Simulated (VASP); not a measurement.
A run of VASP 6.6.1 is set up as follows.

Contents of POSCAR:

```
Cu
1.0
    2.5451275100      0.0000000000      0.0000000000
   -1.2725637550      2.2041450795      0.0000000000
    0.0000000000      0.0000000000      4.1506644098
Cu
2
Direct
    0.3333333333      0.6666666667      0.2500000000
    0.6666666667      0.3333333333      0.7500000000
```

File INCAR.step1:

```
PREC     = Accurate       # precision mode
ENCUT    = 520            # plane-wave cutoff, eV
ISMEAR   = 0              # smearing method
SIGMA    = 0.1            # smearing width, eV
LREAL    = False          # projectors in reciprocal space
LASPH    = True           # aspherical terms in the spheres
NELM     = 150            # most SCF steps
LMAXMIX  = 4              # l up to which the mixer works
LDAU     = True           # DFT+U
LDAUTYPE = 2            
LDAUL    = 2              # shell
LDAUU    = 5              # U, eV
LDAUJ    = 0            
NBANDS   = 18             # bands
GGA      = PE             # functional
ALGO     = Normal         # electronic algorithm
EDIFF    = 1E-4           # SCF threshold, eV
LWAVE    = True           # write WAVECAR
LCHARG   = False          # write CHGCAR
```

File INCAR.step2:

```
PREC     = Accurate       # precision mode
ENCUT    = 520            # plane-wave cutoff, eV
EDIFF    = 1E-7           # SCF threshold, eV
ISMEAR   = 0              # smearing method
SIGMA    = 0.1            # smearing width, eV
LREAL    = False          # projectors in reciprocal space
LASPH    = True           # aspherical terms in the spheres
NELM     = 150            # most SCF steps
ALGO     = Normal         # electronic algorithm
ISIF     = 2              # what is computed and relaxed
LWAVE    = False          # write WAVECAR
LCHARG   = False          # write CHGCAR
LMAXMIX  = 4              # l up to which the mixer works
LDAU     = True           # DFT+U
LDAUTYPE = 2            
LDAUL    = 2              # shell
LDAUU    = 5              # U, eV
LDAUJ    = 0            
LDAUPRINT= 1            
METAGGA  = R2SCAN         # meta-GGA
LMIXTAU  = True         
NBANDS   = 18             # bands
ISTART   = 1
```

The input KPOINTS:

```
Automatic mesh
0
Gamma
  18 18 10
```

Potentials or basis: VASP PAW PBE potentials, release 64 (Cu).

The run is started by

```bash
$ cat potpaw_PBE.64/Cu/POTCAR > POTCAR
$ cp INCAR.step1 INCAR
$ mpirun -np 1 vasp_std > vasp.out
$ cp INCAR.step2 INCAR
$ mpirun -np 1 vasp_std > vasp.out
```

(1) What does it give for the band gap on the k mesh?

(2) Estimate the pressure.

## Answers

(1) zero (bands 11 and 12 overlap by 7.58 eV).

(2) -3.6 GPa.

Caveat: the cell stands under tension; the PAW data sets were made with another functional, which shifts forces and pressure a little; U without spin polarisation on a metal has little footing; the U is typed as a test and isn't derived for this compound.
